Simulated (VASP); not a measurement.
# Ta2N (P-31m) in VASP: a series of runs

Runs on Ta2N. Level: PBE. Tasks: single point.

Program: VASP 6.6.1. These are calculated values, not measurements. Logs are shortened: lines on timing, memory, paths and dates and some standing lists are left out, and cuts for length are marked.

## (1) The cell of the first run

It takes space group P-31m (No. 162, trigonal). Conventional cell: a = 5.245 Å, b = 5.245 Å, c = 5.087 Å, α = 90.00°, β = 90.00°, γ = 120.00°. Within 2.7 Å of Ta (site symmetry m) lie 3 N at 2.00 to 2.25 Å. N (site symmetry 32) has 6 Ta at 2.25 Å within 3.0 Å. N (site symmetry -3m) has 6 Ta at 2.00 Å within 2.7 Å.

## (2) Single point, PBE (c/a of the conventional cell at fixed volume 0.9699)

File INCAR:

```
SYSTEM = Ta2N
  PREC = Accurate
  ENCUT = 520
  EDIFF = 1E-7
  ISMEAR = 0
  SIGMA = 0.15
  LREAL = .FALSE.
  LASPH = .TRUE.
  NELM = 60
  ALGO = Normal
  ISIF = 2
  LWAVE = .FALSE.
  LCHARG = .FALSE.
  GGA = PE
  NBANDS = 50
```

File KPOINTS:

```
regular mesh
0
G
  9 9 8
  0 0 0
```

File POSCAR:

```
Ta2N
1.0
    5.2449680988      0.0000000000      0.0000000000
   -2.6224840494      4.5422756157      0.0000000000
    0.0000000000      0.0000000000      5.0870945591
Ta N
6 3
Direct
    0.7023560318      0.7023560318      0.7528547364
    0.0000000000      0.2976439682      0.7528547364
    0.2976439682      0.0000000000      0.7528547364
    0.2976439682      0.2976439682      0.2471452636
    0.0000000000      0.7023560318      0.2471452636
    0.7023560318      0.0000000000      0.2471452636
    0.6666666667      0.3333333333      0.5000000000
    0.3333333333      0.6666666667      0.5000000000
    0.0000000000      0.0000000000      0.0000000000
```

Potentials or basis: VASP PAW PBE potentials, release 64 (Ta_pv, N).

Started as:

```bash
$ cat potpaw_PBE.64/Ta_pv/POTCAR potpaw_PBE.64/N/POTCAR > POTCAR
$ mpirun -np 1 vasp_std > vasp.out
```

OUTCAR:

```text
SYSTEM = Ta2N
   PREC = Accurate
   ENCUT = 520
   EDIFF = 1E-7
   ISMEAR = 0
   LREAL = .FALSE.
   LASPH = .TRUE.
   NELM = 60
   ISIF = 2
   GGA = PE

 ion  position               nearest neighbor table
   1  0.702  0.702  0.753-   9 2.00   8 2.25   7 2.25   3 2.70   2 2.70   5 2.96   6 2.96   5 3.01
                             6 3.01   3 3.20   2 3.20   2 3.20   3 3.20   4 3.29   4 3.34
   2  0.000  0.298  0.753-   9 2.00   7 2.25   8 2.25   3 2.70   1 2.70   4 2.96   6 2.96   4 3.01
                             6 3.01   3 3.20   1 3.20   1 3.20   3 3.20   5 3.29   5 3.34
   3  0.298  0.000  0.753-   9 2.00   8 2.25   7 2.25   2 2.70   1 2.70   4 2.96   5 2.96   5 3.01
                             4 3.01   1 3.20   2 3.20   2 3.20   1 3.20   6 3.29   6 3.34
   4  0.298  0.298  0.247-   9 2.00   7 2.25   8 2.25   6 2.70   5 2.70   2 2.96   3 2.96   2 3.01
                             3 3.01   6 3.20   5 3.20   5 3.20   6 3.20   1 3.29   1 3.34
   5  0.000  0.702  0.247-   9 2.00   8 2.25   7 2.25   6 2.70   4 2.70   1 2.96   3 2.96   1 3.01
                             3 3.01   6 3.20   4 3.20   4 3.20   6 3.20   2 3.29   2 3.34
   6  0.702  0.000  0.247-   9 2.00   7 2.25   8 2.25   5 2.70   4 2.70   1 2.96   2 2.96   1 3.01
                             2 3.01   4 3.20   5 3.20   4 3.20   5 3.20   3 3.29   3 3.34
   7  0.667  0.333  0.500-   2 2.25   6 2.25   3 2.25   5 2.25   4 2.25   1 2.25
   8  0.333  0.667  0.500-   5 2.25   3 2.25   6 2.25   2 2.25   1 2.25   4 2.25
   9  0.000  0.000  0.000-   3 2.00   6 2.00   1 2.00   4 2.00   5 2.00   2 2.00

  LATTYP: Found a hexagonal cell.
 ALAT       =     5.2449680988
 C/A-ratio  =     0.9699000000

  Lattice vectors:

 A1 = (   5.2449680988,   0.0000000000,   0.0000000000)
 A2 = (  -2.6224840494,   4.5422756157,   0.0000000000)
 A3 = (   0.0000000000,   0.0000000000,   5.0870945591)

Analysis of symmetry for initial positions (statically):
=====================================================================
 Subroutine PRICEL returns:
 Original cell was already a primitive cell.

 Routine SETGRP: Setting up the symmetry group for a
 hexagonal supercell.

 Subroutine GETGRP returns: Found 12 space group operations
 (whereof 12 operations were pure point group operations)
 out of a pool of 24 trial point group operations.

The static configuration has the point symmetry D_3d.

Analysis of symmetry for dynamics (positions and initial velocities):
=====================================================================
 Subroutine PRICEL returns:
 Original cell was already a primitive cell.

 Routine SETGRP: Setting up the symmetry group for a
 hexagonal supercell.

 Subroutine GETGRP returns: Found 12 space group operations
 (whereof 12 operations were pure point group operations)
 out of a pool of 24 trial point group operations.

The dynamic configuration has the point symmetry D_3d.

 Subroutine INISYM returns: Found 12 space group operations
 (whereof 12 operations are pure point group operations),
 and found     1 'primitive' translations

----------------------------------------------------------------------------------------

                                     Primitive cell

  volume of cell :     121.1954

  direct lattice vectors                    reciprocal lattice vectors
     5.244968099  0.000000000  0.000000000     0.190658929  0.110076984  0.000000000
    -2.622484049  4.542275616  0.000000000     0.000000000  0.220153968  0.000000000
     0.000000000  0.000000000  5.087094559     0.000000000  0.000000000  0.196575862

  length of vectors
     5.244968099  5.244968099  5.087094559     0.220153968  0.220153968  0.196575862

  position of ions in fractional coordinates (direct lattice)
     0.702356032  0.702356032  0.752854736
     0.000000000  0.297643968  0.752854736
     0.297643968  0.000000000  0.752854736
     0.297643968  0.297643968  0.247145264
     0.000000000  0.702356032  0.247145264
     0.702356032  0.000000000  0.247145264
     0.666666667  0.333333333  0.500000000
     0.333333333  0.666666667  0.500000000
     0.000000000  0.000000000  0.000000000

  ion indices of the primitive-cell ions
   primitive index   ion index
                 1           1
                 2           2
                 3           3
                 4           4
                 5           5
                 6           6
                 7           7
                 8           8
                 9           9

----------------------------------------------------------------------------------------

 KPOINTS: regular mesh

Automatic generation of k-mesh.
 Grid dimensions read from file:
 generate k-points for:    9    9    8

 Generating k-lattice:

  Cartesian coordinates                     Fractional coordinates (reciprocal lattice)
     0.021184325  0.012230776  0.000000000     0.111111111  0.000000000  0.000000000
     0.000000000  0.024461552  0.000000000     0.000000000  0.111111111  0.000000000
     0.000000000  0.000000000  0.024571983     0.000000000  0.000000000  0.125000000

  Length of vectors
     0.024461552  0.024461552  0.024571983

  Shift w.r.t. Gamma in fractional coordinates (k-lattice)
     0.000000000  0.000000000  0.000000000

 Subroutine IBZKPT returns following result:
 ===========================================

 Found     81 irreducible k-points:

 Following reciprocal coordinates:
            Coordinates               Weight
  0.000000  0.000000  0.000000      1.000000
  0.111111  0.000000  0.000000      6.000000
  0.222222  0.000000  0.000000      6.000000
  0.333333 -0.000000  0.000000      6.000000
  0.444444  0.000000  0.000000      6.000000
  0.111111  0.111111  0.000000      6.000000
[... 16 lines left out ...]
 -0.111111  0.444444  0.125000     12.000000
  0.444444  0.111111  0.125000      6.000000
 [... further k-points ...]
   k-points           NKPTS =     81   k-points in BZ     NKDIM =     81   number of bands    NBANDS=     50
   number of dos      NEDOS =    301   number of ions     NIONS =      9
   total plane-waves  NPLWV =  64000
   dimension x,y,z NGX =    40 NGY =   40 NGZ =   40
   dimension x,y,z NGXF=    80 NGYF=   80 NGZF=   80
   ions per type =               6   3
   NGX,Y,Z   is equivalent  to a cutoff of  12.68, 12.68, 13.07 a.u.
   NGXF,Y,Z  is equivalent  to a cutoff of  25.36, 25.36, 26.14 a.u.
 SYSTEM =  Ta2N
   PREC   = accura    normal or accurate (medium, high low for compatibility)
   ISTART =      0    job   : 0-new  1-cont  2-samecut
   ICHARG =      2    charge: 1-file 2-atom 10-const
   ISPIN  =      1    spin polarized calculation?
   LNONCOLLINEAR =      F non collinear calculations
   LSORBIT =      F    spin-orbit coupling
   LASPH  =      T    aspherical Exc in radial PAW
   ENCUT  =  520.0 eV  38.22 Ry    6.18 a.u.   9.75  9.75  9.46*2*pi/ulx,y,z
   NELM   =     60;   NELMIN=  2; NELMDL= -5     # of ELM steps
   EDIFF  = 0.1E-06   stopping-criterion for ELM
   LREAL  =      F    real-space projection
   EDIFFG = 0.1E-05   stopping-criterion for IOM
   NSW    =      0    number of steps for IOM
   IBRION =     -1    ionic relax: 0-MD 1-quasi-New 2-CG
   NFREE  =      0    steps in history (QN), initial steepest desc. (CG)
   ISIF   =      2    stress and relaxation
   ISYM   =      2    0-nonsym 1-usesym 2-fastsym
   POTIM  = 0.5000    time-step for ionic-motion
   TEBEG  =    0.0;   TEEND  =   0.0 temperature during run
   PSTRESS=    0.0 pullay stress
   NELECT =      81.0000    total number of electrons
   NUPDOWN=      -1.0000    fix difference up-down
   EMIN   =  10.00;   EMAX   =-10.00  energy-range for DOS
   EFERMI =   0.00;   METHOD = LEGACY
   ISMEAR =     0;   SIGMA  =   0.15  broadening in eV -4-tet -1-fermi 0-gaus
   EFERMI_NEDOS =   21; number of points for ismear=-14 and -15
   IALGO  =     38    algorithm
   IMIX   =      4    mixing-type and parameters
     AMIX     =   0.40;   BMIX     =  1.00
     AMIX_MAG =   1.60;   BMIX_MAG =  1.00
  volume/ion in A,a.u.               =      13.47        90.87
  Fermi-wavevector in a.u.,A,eV,Ry     =   1.431334  2.704830 27.874505  2.048718
  Thomas-Fermi vector in A             =   2.551082
   LORBIT       =      0    0 simple, 1 ext, 2 COOP (PROOUT), +10 PAW based schemes
   GGA     = PE    functional components
   LHFCALC =     F    Hartree Fock is set to
   AEXX    =    0.0000 exact exchange contribution
   IVDW    =     0    specifies the selected vdW correction
   LEPSILON=     F    determine dielectric tensor
   LRPA    =     F    only Hartree local field effects (RPA)
 non-spin polarized calculation
 Gauss-broadening in eV      SIGMA  =   0.15
  energy-cutoff  :      520.00
  volume of cell :      121.20
 maximum number of plane-waves:      3289
   NGX = 19   NGY = 19   NGZ = 19

 number of electron      80.9999996 magnetization

 Free energy of the ion-electron system (eV)
  ---------------------------------------------------
  ext. energy  EPLUGINS =         0.00000000
  ---------------------------------------------------
  free energy    TOTEN  =      -100.98306537 eV

  energy without entropy =     -100.92334122  energy(sigma->0) =     -100.95320330

 E-fermi :   6.9452     XC(G=0): -12.8498

 val. band max:        6.9191471908   @ k =   0.1111   0.0000   0.1250
 cond. band min:       6.9482400137   @ k =   0.2222   0.1111   0.2500
 fundamental gap:      0.0290928229
 Fermi energy:         6.9452045901

 k-point     1 :       0.0000    0.0000    0.0000
  band No.  band energies     occupation
      1     -28.7742      2.00000
      2     -28.1945      2.00000
      3     -28.0011      2.00000
      4     -27.9697      2.00000
      5     -27.9697      2.00000
      6     -27.8689      2.00000
[... 42 lines left out ...]
     49       9.7183      0.00000
     50       9.7954      0.00000

 k-point     2 :       0.1111    0.0000    0.0000
  band No.  band energies     occupation
      1     -28.7655      2.00000
      2     -28.2056      2.00000
      3     -28.0141      2.00000
      4     -27.9773      2.00000
      5     -27.9477      2.00000
      6     -27.8868      2.00000
[... 1158 lines left out ...]
 k-point    24 :       0.4444    0.1111    0.1250
  band No.  band energies     occupation
      1     -28.6928      2.00000
      2     -28.2315      2.00000
      3     -28.0161      2.00000
      4     -27.9919      2.00000
      5     -27.9414      2.00000
      6     -27.8593      2.00000
[... 42 lines left out ...]
     49      10.4524      0.00000
     50      10.5506      0.00000

 [... further k-points ...]
[... 5 lines left out ...]
  --------------------------------------------------------------------------------------
  -------------------------------------------------------------------------------------
  Total       14.0354858     14.0354858      2.4357165      0.0000000      0.0000000      0.0000000
  in kB      185.5461237    185.5461237     32.1996515      0.0000000      0.0000000      0.0000000
  external PRESSURE =     134.4306330 kB  Pullay stress =       0.0000000 kB

 VOLUME and BASIS-vectors are now :
 -----------------------------------------------------------------------------
  energy-cutoff  :      520.00
  volume of cell :      121.20
      direct lattice vectors                 reciprocal lattice vectors
     5.244968099  0.000000000  0.000000000     0.190658929  0.110076984  0.000000000
    -2.622484049  4.542275616  0.000000000     0.000000000  0.220153968  0.000000000
     0.000000000  0.000000000  5.087094559     0.000000000  0.000000000  0.196575862

 POSITION                                       TOTAL-FORCE (eV/Angst)
 -----------------------------------------------------------------------------------
      1.84192      3.19029      3.82984        -2.979786     -5.161140     -2.058754
     -0.78057      1.35198      3.82984        -2.979786      5.161140     -2.058754
      1.56113      0.00000      3.82984         5.959571      0.000000     -2.058754
      0.78057      1.35198      1.25725         2.979786      5.161140      2.058754
     -1.84192      3.19029      1.25725         2.979786     -5.161140      2.058754
      3.68383      0.00000      1.25725        -5.959571     -0.000000      2.058754
      2.62248      1.51409      2.54355         0.000000      0.000000      0.000000
     -0.00000      3.02818      2.54355         0.000000      0.000000      0.000000
      0.00000      0.00000      0.00000         0.000000      0.000000      0.000000
 -----------------------------------------------------------------------------------
    total drift:                               -0.000000     -0.000000      0.000000

  FREE ENERGIE OF THE ION-ELECTRON SYSTEM (eV)
  ---------------------------------------------------
  free  energy   TOTEN  =      -100.9830653731 eV

  energy  without entropy=     -100.9233412245  energy(sigma->0) =     -100.95320330
```

Run time: 8.4 min. Hardware: 1 thread of Intel Xeon 6975P-C, shared host; peak memory 0.48 GiB.

What came out:

- Free energy: -100.9831 eV
- Pressure: 13.4 GPa
- Largest force: 6.305 eV/Å

Forces in eV/Å, atoms in the order of the input:
```
Ta  -2.980 -5.161 -2.059
Ta  -2.980  5.161 -2.059
Ta   5.960  0.000 -2.059
Ta   2.980  5.161  2.059
Ta   2.980 -5.161  2.059
Ta  -5.960  0.000  2.059
N    0.000  0.000  0.000
N    0.000  0.000  0.000
N    0.000  0.000  0.000
```

Stress tensor (GPa, compression positive):
```
18.55  0.00  0.00
 0.00 18.55  0.00
 0.00  0.00  3.22
```

Caveat: spin-orbit coupling is left out, which moves the levels of the heavy elements; forces of over 1 eV/Å act on the atoms, so gaps and moduli don't describe the material at rest.

(Part 1 of 2 ends here.)
